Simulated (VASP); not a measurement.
# Si (a cell with a defect) in VASP: single point with PBE

Aim: the single point of Si (a cell with a defect) with PBE.

Everything below comes from runs of VASP 6.6.1. Logs are shortened: lines on timing, memory, paths and dates and some standing lists are left out, and cuts for length are marked.

## 1. The cell of the first run

The cell holds a defect, 17 atoms: a = 7.679 Å, b = 7.679 Å, c = 7.679 Å, α = 60.00°, β = 60.00°, γ = 60.00°.

## 2. Single point, PBE

INCAR

```
ALGO = Normal ; EDIFF = 1E-6
ENCUT = 520 ; GGA = PE
ISIF = 2 ; ISMEAR = -1
LASPH = True ; LCHARG = False
LREAL = Auto ; LWAVE = False
NBANDS = 48 ; NELM = 80
PREC = Accurate ; SIGMA = 0.02
```

KPOINTS

```
k-points
0
Gamma
  2 2 2
```

POSCAR

```
Si
1.0
    0.0000000000      5.4300000000      5.4300000000
    5.4300000000      0.0000000000      5.4300000000
    5.4300000000      5.4300000000      0.0000000000
Si
17
Direct
    0.0077420710      0.0001732876     -0.0099243361
    0.1215632352      0.1632175643      0.1074915895
    0.0078202841      0.0001401677      0.5018810356
    0.1546572327      0.1143209444      0.6154716782
   -0.0689754594      0.5221339359      0.0233914121
    0.1208213983      0.6058891240      0.1091044242
    0.0065784159      0.4888697426      0.5022306120
    0.1208638472      0.6057717397      0.6641442152
    0.4958127512      0.0181372290     -0.0070317701
    0.6357297773      0.1223260806      0.1199946616
    0.5277281688     -0.0099658731      0.4910730349
    0.6358199616      0.1222254605      0.6218558489
    0.4947241309      0.4933216062     -0.0053561507
    0.5495572592      0.6507552581      0.1498726219
    0.4947812469      0.4932087550      0.5173689578
    0.6344536565      0.6187827515      0.6233869385
    0.1322077226      0.7888741260      0.2894465264
```

Potentials or basis: VASP PAW PBE potentials, release 64 (Si).

Started as:

```console
$ cat potpaw_PBE.64/Si/POTCAR > POTCAR
$ mpirun -np 1 vasp_std > vasp.out
```

OUTCAR:

```text
EDIFF = 1E-6
   ENCUT = 520
   GGA = PE
   ISIF = 2
   ISMEAR = -1
   LASPH = True
   LREAL = Auto
   NELM = 80
   PREC = Accurate

 ion  position               nearest neighbor table
   1  0.008  0.000  0.990-  10 2.33   4 2.35  17 2.40   6 2.48   2 2.48
   2  0.122  0.163  0.107-   5 2.30   9 2.35  17 2.47   1 2.48   3 2.48
   3  0.008  0.000  0.502-  12 2.33   4 2.35  17 2.40   8 2.48   2 2.48
   4  0.155  0.114  0.615-  11 2.34   3 2.35   1 2.35   7 2.35
   5  0.931  0.522  0.023-   2 2.30   8 2.30   6 2.30  14 2.39
   6  0.121  0.606  0.109-   5 2.30  13 2.35  17 2.47   7 2.47   1 2.48
   7  0.007  0.489  0.502-  16 2.33   4 2.35  17 2.41   8 2.47   6 2.47
   8  0.121  0.606  0.664-   5 2.30  15 2.35  17 2.47   7 2.47   3 2.48
   9  0.496  0.018  0.993-  12 2.33  10 2.33  14 2.35   2 2.35
  10  0.636  0.122  0.120-  11 2.33  13 2.33   9 2.33   1 2.33
  11  0.528  0.990  0.491-  12 2.33  10 2.33  16 2.33   4 2.34
  12  0.636  0.122  0.622-  11 2.33  15 2.33   9 2.33   3 2.33
  13  0.495  0.493  0.995-  10 2.33  16 2.33  14 2.35   6 2.35
  14  0.550  0.651  0.150-  13 2.35  15 2.35   9 2.35   5 2.39  17 2.62
  15  0.495  0.493  0.517-  12 2.33  16 2.33  14 2.35   8 2.35
  16  0.634  0.619  0.623-  11 2.33  13 2.33  15 2.33   7 2.33
  17  0.132  0.789  0.289-   3 2.40   1 2.40   7 2.41   2 2.47   8 2.47   6 2.47  14 2.62

  LATTYP: Found a face centered cubic cell.
 ALAT       =    10.8600000000

  Lattice vectors:

 A1 = (   0.0000000000,   5.4300000000,   5.4300000000)
 A2 = (   5.4300000000,   0.0000000000,   5.4300000000)
 A3 = (   5.4300000000,   5.4300000000,   0.0000000000)

Analysis of symmetry for initial positions (statically):
[... 5 lines left out ...]
 face centered cubic supercell.

 Subroutine GETGRP returns: Found  1 space group operations
 (whereof  1 operations were pure point group operations)
 out of a pool of 48 trial point group operations.

The static configuration has the point symmetry C_1 .

Analysis of symmetry for dynamics (positions and initial velocities):
[... 5 lines left out ...]
 face centered cubic supercell.

 Subroutine GETGRP returns: Found  1 space group operations
 (whereof  1 operations were pure point group operations)
 out of a pool of 48 trial point group operations.

The dynamic configuration has the point symmetry C_1 .

 Subroutine INISYM returns: Found  1 space group operations
 (whereof  1 operations are pure point group operations),
 and found     1 'primitive' translations

----------------------------------------------------------------------------------------

[... 109 lines left out ...]
   IBRION =     -1    ionic relax: 0-MD 1-quasi-New 2-CG
   NFREE  =      0    steps in history (QN), initial steepest desc. (CG)
   ISIF   =      2    stress and relaxation
   ISYM   =      2    0-nonsym 1-usesym 2-fastsym
   POTIM  = 0.5000    time-step for ionic-motion
   TEBEG  =    0.0;   TEEND  =   0.0 temperature during run
   PSTRESS=    0.0 pullay stress
   NELECT =      68.0000    total number of electrons
   NUPDOWN=      -1.0000    fix difference up-down
   EMIN   =  10.00;   EMAX   =-10.00  energy-range for DOS
   EFERMI =   0.00;   METHOD = LEGACY
   ISMEAR =    -1;   SIGMA  =   0.02  broadening in eV -4-tet -1-fermi 0-gaus
   EFERMI_NEDOS =   21; number of points for ismear=-14 and -15
   IALGO  =     38    algorithm
   IMIX   =      4    mixing-type and parameters
     AMIX     =   0.40;   BMIX     =  1.00
     AMIX_MAG =   1.60;   BMIX_MAG =  1.00
  volume/ion in A,a.u.               =      18.84       127.11
  Fermi-wavevector in a.u.,A,eV,Ry     =   0.976715  1.845724 12.979587  0.953973
  Thomas-Fermi vector in A             =   2.107356
   LORBIT       =      0    0 simple, 1 ext, 2 COOP (PROOUT), +10 PAW based schemes
   GGA     = PE    functional components
   LHFCALC =     F    Hartree Fock is set to
   AEXX    =    0.0000 exact exchange contribution
   IVDW    =     0    specifies the selected vdW correction
   LEPSILON=     F    determine dielectric tensor
   LRPA    =     F    only Hartree local field effects (RPA)
 non-spin polarized calculation
  energy-cutoff  :      520.00
  volume of cell :      320.21
 maximum number of plane-waves:      8646
 NGX is ok and might be reduce to    60
   NGX = 29   NGY = 29   NGZ = 29

 number of electron      68.0000000 magnetization

 Free energy of the ion-electron system (eV)
  ---------------------------------------------------
  ext. energy  EPLUGINS =         0.00000000
  ---------------------------------------------------
  free energy    TOTEN  =       -87.71685491 eV

  energy without entropy =      -87.70389459  energy(sigma->0) =      -87.71037475

 E-fermi :   6.7795     XC(G=0):  -9.6956

 val. band max:        6.7377810458   @ k =   0.0000   0.0000   0.0000
 cond. band min:       6.7877830599   @ k =   0.5000   0.5000   0.0000
 fundamental gap:      0.0500020141
 Fermi energy:         6.7795299861

 k-point     1 :       0.0000    0.0000    0.0000
  band No.  band energies     occupation
      1      -6.2330      2.00000
      2      -3.8676      2.00000
      3      -3.5973      2.00000
      4      -3.5949      2.00000
      5      -3.3987      2.00000
      6      -2.7216      2.00000
[... 381 lines left out ...]
     45      10.2946      0.00000
     46      10.4025      0.00000
 [bands above 46 left out]

------------------------ aborting loop because EDIFF is reached ----------------------------------------

  FORCE on cell =-STRESS in cart. coord.  units (eV):
  Direction    XX          YY          ZZ          XY          YZ          ZX
  --------------------------------------------------------------------------------------
  -------------------------------------------------------------------------------------
  Total        8.8019806      8.7922404      8.6538932      0.9991756     -0.9586907      0.9634719
  in kB       44.0414393     43.9927038     43.3004719      4.9994581     -4.7968885      4.8208116
  external PRESSURE =      43.7782050 kB  Pullay stress =       0.0000000 kB

 VOLUME and BASIS-vectors are now :
 -----------------------------------------------------------------------------
  energy-cutoff  :      520.00
  volume of cell :      320.21
      direct lattice vectors                 reciprocal lattice vectors
     0.000000000  5.430000000  5.430000000    -0.092081031  0.092081031  0.092081031
     5.430000000  0.000000000  5.430000000     0.092081031 -0.092081031  0.092081031
     5.430000000  5.430000000  0.000000000     0.092081031  0.092081031 -0.092081031

 POSITION                                       TOTAL-FORCE (eV/Angst)
 -----------------------------------------------------------------------------------
      5.37705      5.41815      0.04298        -0.018082     -0.008285      0.029702
      1.46995      1.24377      1.54636         0.003266     -0.001228      0.006618
      2.72598      2.76768      0.04323         0.008483      0.017837      0.029669
      3.96277      4.18180      1.46055         0.014141     -0.014093     -0.014539
      2.96220      5.18248      7.89065         0.003027     -0.002735      0.006980
      3.88241      1.24850      3.94604        -0.001999     -0.027718     -0.012420
[... 9 lines left out ...]
      6.74498      6.83007      6.80507         0.006480     -0.007542      0.005784
      5.85528      2.28958      5.00147        -0.018155      0.018442      0.022932
 -----------------------------------------------------------------------------------
    total drift:                               -0.001244     -0.000717      0.004166

  FREE ENERGIE OF THE ION-ELECTRON SYSTEM (eV)
  ---------------------------------------------------
  free  energy   TOTEN  =       -87.7168549055 eV

  energy  without entropy=      -87.7038945881  energy(sigma->0) =      -87.71037475
```

Run time: 3 min. Hardware: 1 thread of Intel Xeon Platinum 8488C (Sapphire Rapids), shared host; peak memory 0.47 GiB.

Results:

- Free energy: -87.7169 eV
- Pressure: 4.4 GPa
- Largest force: 0.042 eV/Å
- Band gap on the k mesh: zero (band 34 reaches 6.79 eV, above the bottom of band 35 at 6.72 eV)

Forces on the atoms (eV/Å):
```
Si  -0.018 -0.008  0.030
Si   0.003 -0.001  0.007
Si   0.008  0.018  0.030
Si   0.014 -0.014 -0.015
Si   0.003 -0.003  0.007
Si  -0.002 -0.028 -0.012
Si  -0.028  0.028 -0.003
Si   0.027  0.003 -0.011
Si  -0.011  0.011 -0.029
Si  -0.006 -0.011 -0.016
Si   0.021 -0.021 -0.030
Si   0.012  0.005 -0.015
Si   0.002  0.017  0.027
Si   0.003 -0.004 -0.025
Si  -0.016 -0.003  0.027
Si   0.006 -0.008  0.006
Si  -0.018  0.018  0.023
```

Caveat: the k points lie up to 0.50 Å⁻¹ apart.
